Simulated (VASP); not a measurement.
Set up this calculation in VASP 6.6.1, as the native input.

| Property | Result |
| --- | --- |
| Task | single point |
| Functional | PBE |
| Potentials or basis | VASP PAW PBE potentials, release 64 (Sc_sv, C) |
| Cutoff | 520 eV |
| k mesh | 3 × 2 × 3 |
| Occupations | gaussian, width 0.05 eV |
| Spin | no spin polarisation |
| Dipole correction | no |
| Further INCAR settings | ALGO = Normal; EDIFF = 1e-06; NBANDS = 80 |

The structure of Sc12C (a cell with a defect) lies in POSCAR:

```
Sc12C
1.0
    6.6200000000      0.0000000000      0.0000000000
   -4.9650000000      8.5996320000      0.0000000000
    0.0000000000      0.0000000000      5.2761400000
Sc C
12 1
Direct
   -0.0027743656     -0.0028184422      0.0309988952
    0.1801488685      0.2409851691      0.4759323780
   -0.0051786572      0.3350807134     -0.0149725200
    0.1601803619      0.5534199304      0.5061713239
    0.0010076588      0.6619128912      0.0080701580
    0.1731631552      0.8856619930      0.5092593574
    0.4931171231     -0.0093417486      0.0136103623
    0.6678239749      0.2263123988      0.4696423813
    0.5056939951      0.3364786250     -0.0220917603
    0.6676022879      0.5518204367      0.4925781596
    0.4848668023      0.6568476865      0.0113289247
    0.6556306864      0.8846197562      0.5116903423
    0.0111817088      0.0145070903      0.6315696977
```

One way to write it, as run:

INCAR

```
PREC = Accurate ; ENCUT = 520
EDIFF = 1E-6 ; ISMEAR = 0
SIGMA = 0.05 ; LREAL = False
LASPH = True ; NELM = 60
ALGO = Normal ; ISIF = 2
LWAVE = False ; LCHARG = False
GGA = PE ; NBANDS = 80
```

KPOINTS

```
regular mesh
0
Gamma
  3 2 3
```

Potentials or basis: VASP PAW PBE potentials, release 64 (Sc_sv, C).

Command:

```console
$ cat potpaw_PBE.64/Sc_sv/POTCAR potpaw_PBE.64/C/POTCAR > POTCAR
$ mpirun -np 1 vasp_std > vasp.out
```

Results of the run:

- Pressure: 1.2 GPa
- Largest force: 0.055 eV/Å
- Band gap on the k mesh: zero (bands 68 and 69 overlap by 0.31 eV)

Caveat: the k points lie up to 0.40 Å⁻¹ apart.

Wall time 6.8 min on 1 thread of AMD EPYC 7R43 64-Core Processor (Zen 3), with other jobs on the host, peak memory 0.43 GiB.
